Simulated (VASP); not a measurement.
Crystal: Hf3Re.

```xyz
4
Lattice="4.1485 0.0000 0.0000 0.0000 4.1485 0.0000 0.0000 0.0000 4.1485" Properties=species:S:1:pos:R:3 pbc="T T T"
Hf    0.0000    2.0743    2.0743
Hf    2.0743    0.0000    2.0743
Hf    2.0743    2.0743    0.0000
Re    0.0000    0.0000    0.0000
```

```yaml
Program: VASP 6.6.1
Task: relaxation of cell and atoms
Functional: PBE
Potentials_or_basis: VASP PAW PBE potentials, release 64 (Hf_pv, Re)
Cutoff: 600 eV
k_mesh: 4 × 4 × 4
Occupations: gaussian, width 0.1 eV
Spin: no spin polarisation
```

At the start: pressure 19.0 GPa; volume 17.85 Å³/atom.

Q: Where does the relaxation end?

A: Over 4 steps the energy falls by 106.9 meV/atom and the volume is 19.83 Å³/atom (+11.1 %); space group Pm-3m (No. 221, to 0.05 Å).

Step by step:
| step | energy change (eV) | largest force (eV/Å) | pressure (GPa) | volume (Å³) |
| --- | --- | --- | --- | --- |
| 1 | 0.0000 | 0.0000 | 19.03 | 71.40 |
| 2 | 0.6969 | 0.0000 | -18.88 | 95.62 |
| 3 | -0.4261 | 0.0000 | -0.93 | 79.75 |
| 4 | -0.4276 | 0.0000 | -0.09 | 79.30 |

Final structure:
```
Hf Re
1.0
     4.29632    0.00000    0.00000
     0.00000    4.29632    0.00000
     0.00000    0.00000    4.29632
Hf Re
3 1
Cartesian
  0.0000 2.1482 2.1482
  2.1482 0.0000 2.1482
  2.1482 2.1482 0.0000
  0.0000 0.0000 0.0000
```

Caveat: the k points lie up to 0.37 Å⁻¹ apart in the final cell.
